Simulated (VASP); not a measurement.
# Sn (I4_1/amd) in VASP: notebook

Sn is run at these levels: PBEsol; tasks: single point.

Everything below comes from runs of VASP 6.6.1. Logs are shortened: lines on timing, memory, paths and dates and some standing lists are left out, and cuts for length are marked.

**1. The cell of the first run**

Symmetry: I4_1/amd, No. 141, tetragonal system. The conventional cell has a = 4.590 Å, b = 4.590 Å, c = 6.004 Å, α = 90.00°, β = 90.00°, γ = 90.00°. Sn (site symmetry -4m2) has 4 Sn at 2.74 Å within 3.6 Å.

**2. Single point, PBEsol (strain -0.0750 x Voigt [0, 0, 1, 0, 0, 0])**

INCAR

```
PREC = Accurate
ENCUT = 520
EDIFF = 1E-6
ISMEAR = 0
SIGMA = 0.15
LREAL = False
LASPH = True
NELM = 100
ALGO = Fast
ISIF = 2
LWAVE = False
LCHARG = False
GGA = PS
NBANDS = 21
```

KPOINTS

```
regular mesh
0
Gamma
  12 12 12
```

POSCAR

```
Sn
1.0
    0.0000000000      3.2456000000      3.0021800000
    3.2456000000      0.0000000000      3.0021800000
    3.2456000000      3.2456000000      0.0000000000
Sn
2
Direct
    0.5000000000      0.5000000000      0.5000000000
    0.7500000000      0.7500000000      0.7500000000
```

Potentials or basis: VASP PAW PBE potentials, release 64 (Sn_d).

The run is started by

```sh
$ cat potpaw_PBE.64/Sn_d/POTCAR > POTCAR
$ mpirun -np 1 vasp_std > vasp.out
```

OUTCAR:

```text
PREC = Accurate
   ENCUT = 520
   EDIFF = 1E-6
   ISMEAR = 0
   LREAL = False
   LASPH = True
   NELM = 100
   ISIF = 2
   GGA = PS

 ion  position               nearest neighbor table
   1  0.500  0.500  0.500-   2 2.74   2 2.74   2 2.74   2 2.74
   2  0.750  0.750  0.750-   1 2.74   1 2.74   1 2.74   1 2.74

  LATTYP: Found a body centered tetragonal cell.
 ALAT       =     4.5899715380
 C/A-ratio  =     1.3081475452

  Lattice vectors:

 A1 = (   0.0000000000,  -3.2456000000,  -3.0021800000)
 A2 = (   0.0000000000,   3.2456000000,  -3.0021800000)
 A3 = (   3.2456000000,   0.0000000000,   3.0021800000)

Analysis of symmetry for initial positions (statically):
=====================================================================
 Subroutine PRICEL returns:
 Original cell was already a primitive cell.

 Routine SETGRP: Setting up the symmetry group for a
 body centered tetragonal supercell.

 Subroutine GETGRP returns: Found 16 space group operations
 (whereof  8 operations were pure point group operations)
 out of a pool of 16 trial point group operations.

The static configuration has the point symmetry D_2d.
 The point group associated with its full space group is D_4h.

Analysis of symmetry for dynamics (positions and initial velocities):
=====================================================================
 Subroutine PRICEL returns:
 Original cell was already a primitive cell.

 Routine SETGRP: Setting up the symmetry group for a
 body centered tetragonal supercell.

 Subroutine GETGRP returns: Found 16 space group operations
 (whereof  8 operations were pure point group operations)
 out of a pool of 16 trial point group operations.

The dynamic configuration has the point symmetry D_2d.
 The point group associated with its full space group is D_4h.

 Subroutine INISYM returns: Found 16 space group operations
 (whereof  8 operations are pure point group operations),
 and found     1 'primitive' translations

----------------------------------------------------------------------------------------

                                     Primitive cell

  volume of cell :      63.2494

  direct lattice vectors                    reciprocal lattice vectors
     0.000000000  3.245600000  3.002180000    -0.154054720  0.154054720  0.166545643
     3.245600000  0.000000000  3.002180000     0.154054720 -0.154054720  0.166545643
     3.245600000  3.245600000  0.000000000     0.154054720  0.154054720 -0.166545643

[... 69 lines left out ...]
   dimension x,y,z NGXF=    72 NGYF=   72 NGZF=   72
   ions per type =               2
   NGX,Y,Z   is equivalent  to a cutoff of  13.54, 13.54, 13.04 a.u.
   NGXF,Y,Z  is equivalent  to a cutoff of  27.07, 27.07, 26.08 a.u.
 SYSTEM =  unknown system
   PREC   = accura    normal or accurate (medium, high low for compatibility)
   ISTART =      0    job   : 0-new  1-cont  2-samecut
   ICHARG =      2    charge: 1-file 2-atom 10-const
   ISPIN  =      1    spin polarized calculation?
   LNONCOLLINEAR =      F non collinear calculations
   LSORBIT =      F    spin-orbit coupling
   LASPH  =      T    aspherical Exc in radial PAW
   ENCUT  =  520.0 eV  38.22 Ry    6.18 a.u.   8.22  8.22  8.53*2*pi/ulx,y,z
   NELM   =    100;   NELMIN=  2; NELMDL= -5     # of ELM steps
   EDIFF  = 0.1E-05   stopping-criterion for ELM
   LREAL  =      F    real-space projection
[... 7 lines left out ...]
   TEBEG  =    0.0;   TEEND  =   0.0 temperature during run
   PSTRESS=    0.0 pullay stress
   NELECT =      28.0000    total number of electrons
   NUPDOWN=      -1.0000    fix difference up-down
   EMIN   =  10.00;   EMAX   =-10.00  energy-range for DOS
   EFERMI =   0.00;   METHOD = LEGACY
   ISMEAR =     0;   SIGMA  =   0.15  broadening in eV -4-tet -1-fermi 0-gaus
   EFERMI_NEDOS =   21; number of points for ismear=-14 and -15
   IALGO  =     68    algorithm
   IMIX   =      4    mixing-type and parameters
     AMIX     =   0.40;   BMIX     =  1.00
     AMIX_MAG =   1.60;   BMIX_MAG =  1.00
  volume/ion in A,a.u.               =      31.62       213.41
  Fermi-wavevector in a.u.,A,eV,Ry     =   1.247695  2.357803 21.180788  1.556744
  Thomas-Fermi vector in A             =   2.381816
   LORBIT       =      0    0 simple, 1 ext, 2 COOP (PROOUT), +10 PAW based schemes
   GGA     = PS    functional components
   LHFCALC =     F    Hartree Fock is set to
   AEXX    =    0.0000 exact exchange contribution
   IVDW    =     0    specifies the selected vdW correction
   LEPSILON=     F    determine dielectric tensor
   LRPA    =     F    only Hartree local field effects (RPA)
 non-spin polarized calculation
 RMM-DIIS sequential band-by-band and
 Gauss-broadening in eV      SIGMA  =   0.15
  energy-cutoff  :      520.00
  volume of cell :       63.25
 maximum number of plane-waves:      1722
 NGX is ok and might be reduce to    36
   NGX = 17   NGY = 17   NGZ = 17

 number of electron      28.0000003 magnetization

 Free energy of the ion-electron system (eV)
  ---------------------------------------------------
  ext. energy  EPLUGINS =         0.00000000
  ---------------------------------------------------
  free energy    TOTEN  =        -8.34499163 eV

  energy without entropy =       -8.34316937  energy(sigma->0) =       -8.34408050

 E-fermi :   6.4016     XC(G=0):  -9.4161

 val. band max:        6.3603281371   @ k =  -0.0833   0.0000   0.0833
 cond. band min:       6.4062240510   @ k =   0.4167  -0.0000   0.0000
 fundamental gap:      0.0458959139
 Fermi energy:         6.4015690480

 k-point     1 :       0.0000    0.0000    0.0000
  band No.  band energies     occupation
      1     -15.4583      2.00000
      2     -15.4148      2.00000
      3     -15.4148      2.00000
      4     -15.3688      2.00000
      5     -15.3465      2.00000
      6     -15.0003      2.00000
[... 565 lines left out ...]
     20      14.4314      0.00000
     21      14.8628      0.00000

 [... further k-points ...]
[... 5 lines left out ...]
  --------------------------------------------------------------------------------------
  -------------------------------------------------------------------------------------
  Total        1.7846814      1.7846814      2.5261774      0.0000000      0.0000000      0.0000000
  in kB       45.2079234     45.2079234     63.9908256      0.0000000      0.0000000      0.0000000
  external PRESSURE =      51.4688908 kB  Pullay stress =       0.0000000 kB

 VOLUME and BASIS-vectors are now :
 -----------------------------------------------------------------------------
  energy-cutoff  :      520.00
  volume of cell :       63.25
      direct lattice vectors                 reciprocal lattice vectors
     0.000000000  3.245600000  3.002180000    -0.154054720  0.154054720  0.166545643
     3.245600000  0.000000000  3.002180000     0.154054720 -0.154054720  0.166545643
     3.245600000  3.245600000  0.000000000     0.154054720  0.154054720 -0.166545643

 POSITION                                       TOTAL-FORCE (eV/Angst)
 -----------------------------------------------------------------------------------
      3.24560      3.24560      3.00218        -0.000000     -0.000000      0.000000
      4.86840      4.86840      4.50327         0.000000      0.000000     -0.000000
 -----------------------------------------------------------------------------------
    total drift:                                0.000000      0.000000      0.000000

  FREE ENERGIE OF THE ION-ELECTRON SYSTEM (eV)
  ---------------------------------------------------
  free  energy   TOTEN  =        -8.3449916279 eV

  energy  without entropy=       -8.3431693740  energy(sigma->0) =       -8.34408050
```

OSZICAR:

```text
N       E                     dE             d eps       ncg     rms          rms(c)
DAV:   1     0.230119176340E+03    0.23012E+03   -0.14873E+04  6929   0.200E+03
DAV:   2     0.165973580038E+02   -0.21352E+03   -0.20888E+03  6871   0.453E+02
DAV:   3    -0.767957117582E+01   -0.24277E+02   -0.24142E+02  7986   0.141E+02
DAV:   4    -0.844771042456E+01   -0.76814E+00   -0.76782E+00  7896   0.283E+01
DAV:   5    -0.847377419922E+01   -0.26064E-01   -0.26063E-01  9794   0.505E+00    0.365E+00
RMM:   6    -0.838527655411E+01    0.88498E-01   -0.37524E-02  8507   0.234E+00    0.212E+00
RMM:   7    -0.834300886542E+01    0.42268E-01   -0.71810E-02  8619   0.273E+00    0.166E-01
RMM:   8    -0.834445609090E+01   -0.14472E-02   -0.11722E-02  9290   0.972E-01    0.662E-02
RMM:   9    -0.834495944875E+01   -0.50336E-03   -0.36563E-03 10699   0.545E-01    0.518E-02
RMM:  10    -0.834496889732E+01   -0.94486E-05   -0.39218E-04  8957   0.234E-01    0.132E-02
RMM:  11    -0.834499215224E+01   -0.23255E-04   -0.23172E-04 11538   0.121E-01    0.135E-02
RMM:  12    -0.834499157508E+01    0.57716E-06   -0.12331E-05  9596   0.331E-02    0.167E-03
RMM:  13    -0.834499162786E+01   -0.52781E-07   -0.34171E-06  6221   0.152E-02
   1 F= -.83449916E+01 E0= -.83440805E+01  d E =-.182225E-02
```

Run time: 6.5 min. Hardware: 1 thread of Intel Xeon 8259CL, shared host; peak memory 0.33 GiB.

Results:

```yaml
Free_energy: -8.3450 eV
Pressure: 5.1 GPa
Band_gap_on_the_k_mesh: zero (bands 14 and 15 overlap by 0.07 eV)
```

Stress tensor (GPa, compression positive):
```
4.52 0.00 0.00
0.00 4.52 0.00
0.00 0.00 6.40
```

Caveat: the cell differs from its parent crystal (strain -0.0750 x Voigt [0, 0, 1, 0, 0, 0]); the cell stands under pressure; the PAW data sets were made with another functional, which shifts forces and pressure a little; spin-orbit coupling is left out, which moves the levels of the heavy elements.

**3. Single point, PBEsol (strain -0.0375 x Voigt [0, 0, 1, 0, 0, 0])**

INCAR

```
ALGO = Fast ; EDIFF = 1E-6
ENCUT = 520 ; GGA = PS
ISIF = 2 ; ISMEAR = 0
LASPH = True ; LCHARG = False
LREAL = False ; LWAVE = False
NBANDS = 21 ; NELM = 60
PREC = Accurate ; SIGMA = 0.15
```

KPOINTS

```
k-points
0
Gamma
  12 12 12
```

POSCAR

```
Sn
1.0
    0.0000000000      3.2456000000      3.1238900000
    3.2456000000      0.0000000000      3.1238900000
    3.2456000000      3.2456000000      0.0000000000
Sn
2
Direct
    0.5000000000      0.5000000000      0.5000000000
    0.7500000000      0.7500000000      0.7500000000
```

Potentials or basis: VASP PAW PBE potentials, release 64 (Sn_d).

The run is started by

```sh
$ cat potpaw_PBE.64/Sn_d/POTCAR > POTCAR
$ mpirun -np 1 vasp_std > vasp.out
```

Wall time 6.3 min (1 thread of Intel Xeon 8259CL, shared host); peak memory 0.33 GiB.

Results (log left out):

* Free energy: -8.4255 eV
* Pressure: 2.8 GPa
* Band gap on the k mesh: zero (bands 14 and 15 overlap by 0.02 eV)

Stress tensor (GPa, compression positive):
```
2.46 0.00 0.00
0.00 2.46 0.00
0.00 0.00 3.52
```

Levels at points of the mesh, in eV from the Fermi level:
```csv
k point,band 11,band 12,band 13,band 14,band 15,band 16,band 17,band 18
"(0.00, 0.00, 0.00)",-10.92,-0.47,-0.03,-0.03,0.22,2.02,2.18,2.18
"(0.50, 0.00, 0.00)",-9.21,-6.50,-1.35,-1.07,-0.04,3.10,3.31,5.47
"(0.50, 0.50, 0.00)",-7.60,-7.60,-2.77,-2.77,0.52,0.52,7.94,7.94
"(0.50, 0.00, 0.50)",-7.75,-7.75,-2.55,-2.55,0.76,0.76,7.83,7.83
```

Caveat: the cell differs from its parent crystal (strain -0.0375 x Voigt [0, 0, 1, 0, 0, 0]); the PAW data sets were made with another functional, which shifts forces and pressure a little; spin-orbit coupling is left out, which moves the levels of the heavy elements.

**4. Single point, PBEsol (strain +0.0750 x Voigt [0, 0, 1, 0, 0, 0])**

INCAR

```
PREC = Accurate ; ENCUT = 520
EDIFF = 1E-7 ; ISMEAR = 0
SIGMA = 0.15 ; LREAL = False
LASPH = True ; NELM = 60
ALGO = Fast ; ISIF = 2
LWAVE = False ; LCHARG = False
GGA = PS ; NBANDS = 21
```

KPOINTS

```
regular mesh
0
Gamma
  12 12 12
```

POSCAR

```
Sn
1.0
    0.0000000000      3.2456000000      3.4890200000
    3.2456000000      0.0000000000      3.4890200000
    3.2456000000      3.2456000000      0.0000000000
Sn
2
Direct
    0.5000000000      0.5000000000      0.5000000000
    0.7500000000      0.7500000000      0.7500000000
```

The run is started by

```sh
$ cat potpaw_PBE.64/Sn_d/POTCAR > POTCAR
$ mpirun -np 1 vasp_std > vasp.out
```

It took 6.8 min on 1 thread of Intel Xeon 8259CL, shared host; peak memory 0.35 GiB.

It converged, with:

```yaml
Free_energy: -8.4202 eV
Pressure: -1.9 GPa
Band_gap_on_the_k_mesh: zero (bands 14 and 15 overlap by 0.50 eV)
```

Stress tensor (GPa, compression positive):
```
-1.13  0.00  0.00
 0.00 -1.13  0.00
 0.00  0.00 -3.44
```

Levels at points of the mesh, in eV from the Fermi level:
```
           k point  band 11  band 12  band 13  band 14  band 15  band 16  band 17  band 18
(0.00, 0.00, 0.00)   -10.14    -1.21    -0.23     0.26     0.26     2.07     2.07     2.36
(0.50, 0.00, 0.00)    -8.66    -6.05    -1.24    -0.74    -0.24     3.11     3.33     5.61
(0.50, 0.50, 0.00)    -7.43    -7.43    -1.97    -1.97     1.13     1.13     7.17     7.17
(0.50, 0.00, 0.50)    -7.20    -7.20    -2.34    -2.34     0.71     0.71     7.09     7.09
```

Caveat: the cell differs from its parent crystal (strain +0.0750 x Voigt [0, 0, 1, 0, 0, 0]); the PAW data sets were made with another functional, which shifts forces and pressure a little; spin-orbit coupling is left out, which moves the levels of the heavy elements.

(Continued in part 2 of 2.)

The gap in the log of VASP goes by the Fermi energy; the results here count the filled bands.